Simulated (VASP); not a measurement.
Write the native input for VASP 6.6.1 that does the following.

```yaml
Task: single point
Functional: PBE
Potentials_or_basis: VASP PAW PBE potentials, release 64 (W_sv)
Cutoff: 520 eV
k_mesh: 22 × 22 × 22
Occupations: gaussian, width 0.15 eV
Spin: no spin polarisation
Dipole_correction: no
Further_INCAR_settings: ALGO = Fast; EDIFF = 1e-06; NBANDS = 13
```

The structure of W lies in POSCAR:

```
W
1.0
   -0.7187587487      1.6919699071      1.6919699071
    1.6919699071     -0.7187587487      1.6919699071
    1.6919699071      1.6919699071     -0.7187587487
W
1
Direct
    0.0000000000      0.0000000000      0.0000000000
```

The input as run:

INCAR

```
  PREC = Accurate
  ENCUT = 520
  EDIFF = 1E-6
  ISMEAR = 0
  SIGMA = 0.15
  LREAL = False
  LASPH = True
  NELM = 60
  ALGO = Fast
  ISIF = 2
  LWAVE = False
  LCHARG = True
  GGA = PE
  LELF = True
  LVHAR = True
  NBANDS = 13
```

KPOINTS

```
regular mesh
0
Gamma
  22 22 22
```

Potentials or basis: VASP PAW PBE potentials, release 64 (W_sv).

The run is started by

```sh
$ cat potpaw_PBE.64/W_sv/POTCAR > POTCAR
$ mpirun -np 1 vasp_std > vasp.out
```

Results of the run:

* Pressure: 51.4 GPa
* Band gap on the k mesh: zero (bands 7 and 8 overlap by 3.33 eV)

Caveat: the cell stands under pressure; spin-orbit coupling is left out, which moves the levels of the heavy elements.

Wall time 3 min on 1 thread of Intel Xeon 8259CL, on a shared host, peak memory 0.29 GiB.
